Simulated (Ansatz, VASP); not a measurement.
Y3LuO2 in VASP and in Ansatz

```
CELL_PARAMETERS angstrom
6.92533 0.00000 0.00000
-3.46267 5.99751 0.00000
0.00000 0.00000 5.33859
ATOMIC_POSITIONS crystal
Y 0.50000 0.00000 0.50000
Y 0.00000 0.50000 0.50000
Y 0.50000 0.50000 0.50000
Lu 0.00000 0.00000 0.50000
O 0.00000 0.00000 0.12608
O 0.00000 0.00000 0.87392
```

Alike in both runs: functional PBE; k mesh 6 × 6 × 8; occupations gaussian, width 0.1 eV; no spin polarisation.

Ansatz relaxed the structure, and its values are those at the end. VASP's run is a single point on that final structure, the one shown.

```csv
,VASP,Ansatz
version,VASP 6.6.1,Ansatz 0.2.0
potentials or method,"VASP PAW PBE potentials, release 64 (Y_sv, Lu, O), cutoff 520 eV","scalar-relativistic, plane waves, PAW"
valence electrons in the cell,70,70
```

```tsv
	VASP	Ansatz	Ansatz less VASP
gap on the k mesh at the Fermi level (eV)	none	none	-
pressure (GPa)	0.2	0.0	-0.18
rms of the force components (eV/Å)	0.049	0.002	-0.0469
```

A gap of «none» marks a metal or a gap that the smearing closes.

Spin-orbit coupling is off throughout.
